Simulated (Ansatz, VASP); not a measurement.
PbS in VASP and in Ansatz

```xyz
4
Lattice="2.0560 -5.8129 0.0000 2.0560 5.8129 0.0000 0.0000 0.0000 4.2676" Properties=species:S:1:pos:R:3 pbc="T T T"
Pb    2.0560   -4.3379    3.2007
Pb    2.0560    4.3379    1.0669
S     2.0560   -1.6328    3.2007
S     2.0560    1.6328    1.0669
```

Alike in both runs: functional PBE; dispersion D3(BJ); k mesh 8 × 8 × 6; occupations gaussian, width 0.02 eV; no spin polarisation.

Ansatz relaxed the structure, and its values are those at the end. VASP's run is a single point on that final structure, the one shown.

```csv
,VASP,Ansatz
version,VASP 6.6.1,Ansatz 0.2.0
potentials or method,"VASP PAW PBE potentials, release 64 (Pb_d, S), cutoff 520 eV","scalar-relativistic, plane waves, PAW"
valence electrons in the cell,40,40
```

```csv
,VASP,Ansatz,Ansatz less VASP
gap on the k mesh at the Fermi level (eV),1.22,1.22,-0.002
least direct gap on the mesh (eV),1.28,1.27,-0.006
pressure (GPa),-0.1,0.0,+0.07
rms of the force components (eV/Å),0.004,0.002,-0.0016
```

Ansatz's warnings: relaxed geometry near dispersion switch.

Neither program's run includes spin-orbit coupling.
